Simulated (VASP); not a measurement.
## GaP: single point with r2SCAN

The system is GaP.

```xyz
64
Lattice="10.8930 0.0000 0.0000 0.0000 10.8930 0.0000 0.0000 0.0000 10.8930" Properties=species:S:1:pos:R:3 pbc="T T T"
Ga    0.0000    0.0000    0.0000
Ga    0.0000    0.0000    5.4465
Ga    0.0000    5.4465    0.0000
Ga    0.0000    5.4465    5.4465
Ga    5.4465    0.0000    0.0000
Ga    5.4465    0.0000    5.4465
Ga    5.4465    5.4465    0.0000
Ga    5.4465    5.4465    5.4465
Ga    2.7233    2.7233    0.0000
Ga    2.7233    2.7233    5.4465
Ga    2.7233    8.1698    0.0000
Ga    2.7233    8.1698    5.4465
Ga    8.1698    2.7233    0.0000
Ga    8.1698    2.7233    5.4465
Ga    8.1698    8.1698    0.0000
Ga    8.1698    8.1698    5.4465
Ga    2.7233    0.0000    2.7233
Ga    2.7233    0.0000    8.1698
Ga    2.7233    5.4465    2.7233
Ga    2.7233    5.4465    8.1698
Ga    8.1698    0.0000    2.7233
Ga    8.1698    0.0000    8.1698
Ga    8.1698    5.4465    2.7233
Ga    8.1698    5.4465    8.1698
Ga    0.0000    2.7233    2.7233
Ga    0.0000    2.7233    8.1698
Ga    0.0000    8.1698    2.7233
Ga    0.0000    8.1698    8.1698
Ga    5.4465    2.7233    2.7233
Ga    5.4465    2.7233    8.1698
Ga    5.4465    8.1698    2.7233
Ga    5.4465    8.1698    8.1698
P     1.3616    1.3616    1.3616
P     1.3616    1.3616    6.8081
P     1.3616    6.8081    1.3616
P     1.3616    6.8081    6.8081
P     6.8081    1.3616    1.3616
P     6.8081    1.3616    6.8081
P     6.8081    6.8081    1.3616
P     6.8081    6.8081    6.8081
P     4.0849    4.0849    1.3616
P     4.0849    4.0849    6.8081
P     4.0849    9.5314    1.3616
P     4.0849    9.5314    6.8081
P     9.5314    4.0849    1.3616
P     9.5314    4.0849    6.8081
P     9.5314    9.5314    1.3616
P     9.5314    9.5314    6.8081
P     4.0849    1.3616    4.0849
P     4.0849    1.3616    9.5314
P     4.0849    6.8081    4.0849
P     4.0849    6.8081    9.5314
P     9.5314    1.3616    4.0849
P     9.5314    1.3616    9.5314
P     9.5314    6.8081    4.0849
P     9.5314    6.8081    9.5314
P     1.3616    4.0849    4.0849
P     1.3616    4.0849    9.5314
P     1.3616    9.5314    4.0849
P     1.3616    9.5314    9.5314
P     6.8081    4.0849    4.0849
P     6.8081    4.0849    9.5314
P     6.8081    9.5314    4.0849
P     6.8081    9.5314    9.5314
```

* Program: VASP 6.6.1
* Task: single point
* Functional: r2SCAN
* Potentials or basis: VASP PAW PBE potentials, release 64 (Ga_d, P)
* Cutoff: 520 eV
* k mesh: 1 × 1 × 1
* Occupations: fermi-dirac, width 0.05 eV
* Spin: no spin polarisation

```
Pressure               : 0.8 GPa
Band gap on the k mesh : 1.88 eV
```

Levels at points of the mesh, in eV from the valence-band top:
| k point | band 286 | band 287 | band 288 | band 289 | band 290 | band 291 |
| --- | --- | --- | --- | --- | --- | --- |
| (0.00, 0.00, 0.00) | 0.00 | 0.00 | 0.00 | 1.88 | 1.88 | 1.88 |

Wall time 48 min on 1 thread of Intel(R) Xeon(R) Platinum 8488C (Sapphire Rapids), on a shared host, peak memory 1.3 GiB.

Caveat: the k points lie up to 0.58 Å⁻¹ apart; the PAW data sets were made with another functional, which shifts forces and pressure a little; an odd mesh through Γ misses points on the zone boundary, where band edges can lie.
